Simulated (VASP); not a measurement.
# BeTe (F-43m) in VASP: a series of runs, part 2 of 2

VASP 6.6.1. The steps go on from the part before.

## Step 3: Relaxation of cell and atoms, PBE

Input file INCAR:

```
SYSTEM = BeTe
ALGO = Normal
EDIFF = 1E-6
EDIFFG = -0.005
ENCUT = 600
GGA = PE
IBRION = 2
ISIF = 3
ISMEAR = 0
LASPH = .TRUE.
LCHARG = .FALSE.
LREAL = .FALSE.
LWAVE = .FALSE.
NELM = 80
NSW = 100
PREC = Accurate
SIGMA = 0.02
```

Input file KPOINTS:

```
k-points
0
G
  8 8 8
  0 0 0
```

Input file POSCAR:

```
BeTe
1.0
    0.0000000000      2.8314587876      2.8314587876
    2.8314587876      0.0000000000      2.8314587876
    2.8314587876      2.8314587876      0.0000000000
Be Te
1 1
Direct
    0.0000000000      0.0000000000      0.0000000000
    0.7500000000      0.7500000000      0.7500000000
```

Potentials or basis: VASP PAW PBE potentials, release 64 (Be, Te).

Started as:

```
cat potpaw_PBE.64/Be/POTCAR potpaw_PBE.64/Te/POTCAR > POTCAR
mpirun -np 1 vasp_std > vasp.out
```

OUTCAR:

```text
SYSTEM = BeTe
   EDIFF = 1E-6
   EDIFFG = -0.005
   ENCUT = 600
   GGA = PE
   IBRION = 2
   ISIF = 3
   ISMEAR = 0
   LASPH = .TRUE.
   LREAL = .FALSE.
   NELM = 80
   NSW = 100
   PREC = Accurate

 ion  position               nearest neighbor table
   1  0.000  0.000  0.000-   2 2.45   2 2.45   2 2.45   2 2.45
   2  0.750  0.750  0.750-   1 2.45   1 2.45   1 2.45   1 2.45

  LATTYP: Found a face centered cubic cell.
 ALAT       =     5.6629175752

  Lattice vectors:

 A1 = (   0.0000000000,   2.8314587876,   2.8314587876)
 A2 = (   2.8314587876,   0.0000000000,   2.8314587876)
 A3 = (   2.8314587876,   2.8314587876,   0.0000000000)

Analysis of symmetry for initial positions (statically):
[... 5 lines left out ...]
 face centered cubic supercell.

 Subroutine GETGRP returns: Found 24 space group operations
 (whereof 24 operations were pure point group operations)
 out of a pool of 48 trial point group operations.

The static configuration has the point symmetry T_d .

Analysis of symmetry for dynamics (positions and initial velocities):
[... 5 lines left out ...]
 face centered cubic supercell.

 Subroutine GETGRP returns: Found 24 space group operations
 (whereof 24 operations were pure point group operations)
 out of a pool of 48 trial point group operations.

The dynamic configuration has the point symmetry T_d .

 Subroutine INISYM returns: Found 24 space group operations
 (whereof 24 operations are pure point group operations),
 and found     1 'primitive' translations

----------------------------------------------------------------------------------------

                                     Primitive cell

  volume of cell :      45.4005

[... 155 lines left out ...]
     2.831458788  0.000000000  2.831458788     0.176587419 -0.176587419  0.176587419
     2.831458788  2.831458788  0.000000000     0.176587419  0.176587419 -0.176587419

 POSITION                                       TOTAL-FORCE (eV/Angst)
 -----------------------------------------------------------------------------------
      0.00000      0.00000      0.00000        -0.000000     -0.000000     -0.000000
      4.24719      4.24719      4.24719         0.000000      0.000000      0.000000
 -----------------------------------------------------------------------------------
    total drift:                               -0.000000     -0.000000     -0.000000

  FREE ENERGIE OF THE ION-ELECTRON SYSTEM (eV)
  ---------------------------------------------------
  free  energy   TOTEN  =        -7.6244767072 eV

  energy  without entropy=       -7.6244767072  energy(sigma->0) =       -7.62447671

--------------------------------------- Ionic step        2  -------------------------------------------

 number of electron       8.0000000 magnetization

 Free energy of the ion-electron system (eV)
  ---------------------------------------------------
  ext. energy  EPLUGINS =         0.00000000
  ---------------------------------------------------
  free energy    TOTEN  =        -7.62453848 eV

  energy without entropy =       -7.62453848  energy(sigma->0) =       -7.62453848

 E-fermi :   4.9578     XC(G=0):  -8.9775

 val. band max:        4.8766790238   @ k =   0.0000   0.0000   0.0000
 cond. band min:       6.8982060846   @ k =   0.5000   0.5000   0.0000
 fundamental gap:      2.0215270608
 Fermi energy:         4.9578346795

 k-point     1 :       0.0000    0.0000    0.0000
  band No.  band energies     occupation
      1      -7.2915      2.00000
      2       4.8767      2.00000
      3       4.8767      2.00000
      4       4.8767      2.00000
      5       8.5024      0.00000
      6       8.5024      0.00000
      7       8.5024      0.00000
      8       8.5544      0.00000
[... 243 lines left out ...]
 k-point    24 :      -0.3750    0.2500    0.1250
  band No.  band energies     occupation
      1      -5.7648      2.00000
      2      -0.1289      2.00000
      3       2.0515      2.00000
      4       3.0286      2.00000
      5       9.0569      0.00000
      6       9.2659      0.00000
      7      11.4814      0.00000
      8      12.5630      0.00000

 [... further k-points ...]
[... 5 lines left out ...]
  --------------------------------------------------------------------------------------
  -------------------------------------------------------------------------------------
  Total       -0.0073589     -0.0073589     -0.0073589      0.0000000      0.0000000      0.0000000
  in kB       -0.2588209     -0.2588209     -0.2588209      0.0000000      0.0000000      0.0000000
  external PRESSURE =      -0.2588209 kB  Pullay stress =       0.0000000 kB

 VOLUME and BASIS-vectors are now :
 -----------------------------------------------------------------------------
  energy-cutoff  :      600.00
  volume of cell :       45.55
      direct lattice vectors                 reciprocal lattice vectors
     0.000000000  2.834643241  2.834643241    -0.176389040  0.176389040  0.176389040
     2.834643241  0.000000000  2.834643241     0.176389040 -0.176389040  0.176389040
     2.834643241  2.834643241  0.000000000     0.176389040  0.176389040 -0.176389040

 POSITION                                       TOTAL-FORCE (eV/Angst)
 -----------------------------------------------------------------------------------
      5.66929      5.66929      5.66929        -0.000000     -0.000000     -0.000000
      4.25196      4.25196      4.25196         0.000000      0.000000      0.000000
 -----------------------------------------------------------------------------------
    total drift:                               -0.000000     -0.000000     -0.000000

  FREE ENERGIE OF THE ION-ELECTRON SYSTEM (eV)
  ---------------------------------------------------
  free  energy   TOTEN  =        -7.6245384755 eV

  energy  without entropy=       -7.6245384755  energy(sigma->0) =       -7.62453848

 reached required accuracy - stopping structural energy minimisation
```

It took 27 s on 1 thread of Intel Xeon 6975P-C, shared host; peak memory 0.18 GiB.

What came out:

* Free energy: -7.6245 eV
* Relaxed volume: 22.78 Å³/atom
* Relaxed cell: a = 4.009 Å, b = 4.009 Å, c = 4.009 Å, α = 60.00°, β = 60.00°, γ = 60.00°
* Space group after relaxing (to 0.05 Å): F-43m (No. 216)
* Energy gained by relaxing: 0.0 meV/atom
* Ionic steps: 2
* Pressure after relaxing: 0.0 GPa
* Band gap on the k mesh: 2.02 eV, indirect (least direct gap 3.63 eV)

Final structure:
```
Be Te
1.0
     0.00000    2.83464    2.83464
     2.83464    0.00000    2.83464
     2.83464    2.83464    0.00000
Be Te
1 1
Cartesian
  5.6693 5.6693 5.6693
  4.2520 4.2520 4.2520
```

Levels at points of the mesh, in eV from the valence-band top:
| k point | band 1 | band 2 | band 3 | band 4 | band 5 | band 6 | band 7 | band 8 |
| --- | --- | --- | --- | --- | --- | --- | --- | --- |
| (0.00, 0.00, 0.00) | -12.17 | 0.00 | 0.00 | 0.00 | 3.63 | 3.63 | 3.63 | 3.68 |
| (0.50, 0.00, 0.00) | -10.87 | -5.41 | -1.10 | -1.10 | 3.02 | 4.60 | 4.60 | 7.82 |
| (0.50, 0.50, 0.00) | -10.40 | -5.01 | -2.57 | -2.57 | 2.02 | 2.69 | 9.58 | 9.58 |

Caveat: spin-orbit coupling is left out, which moves the levels of the heavy elements. A k mesh can miss the band edges.
